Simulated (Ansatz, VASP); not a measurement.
# Tl2H3: VASP beside Ansatz

```
Tl H
1.0
     1.68975    0.97558    7.83284
    -1.68975    0.97558    7.83284
     0.00000   -1.95115    7.83284
Tl H
2 3
Direct
  0.40000 0.40000 0.40000
  0.60000 0.60000 0.60000
  0.00000 0.00000 0.00000
  0.20950 0.20950 0.20950
  0.79050 0.79050 0.79050
```

Alike in both runs: task single point; functional PBE; k mesh 6 × 6 × 6; occupations gaussian, width 0.1 eV; no spin polarisation.

|  | VASP | Ansatz |
| --- | --- | --- |
| version | VASP 6.6.1 | Ansatz 0.2.0 |
| potentials or method | VASP PAW PBE potentials, release 64 (Tl_d, H), cutoff 520 eV | scalar-relativistic, plane waves, PAW |
| valence electrons in the cell | 29 | 29 |

|  | VASP | Ansatz | Ansatz less VASP |
| --- | --- | --- | --- |
| gap on the k mesh at the Fermi level (eV) | none | none | - |
| pressure (GPa) | 3.8 | 3.9 | +0.11 |
| traceless stress, the component that is largest in VASP (GPa) | -3.09 | -3.09 | -0.001 |
| rms of the force components (eV/Å) | 0.409 | 0.410 | +0.0005 |

Atom by atom the forces differ by 0.001 eV/Å (rms over components). A gap of «none» marks a metal or a gap that the smearing closes.

The k mesh is coarse, so the values compare programs but aren't converged. Spin-orbit coupling is off throughout.
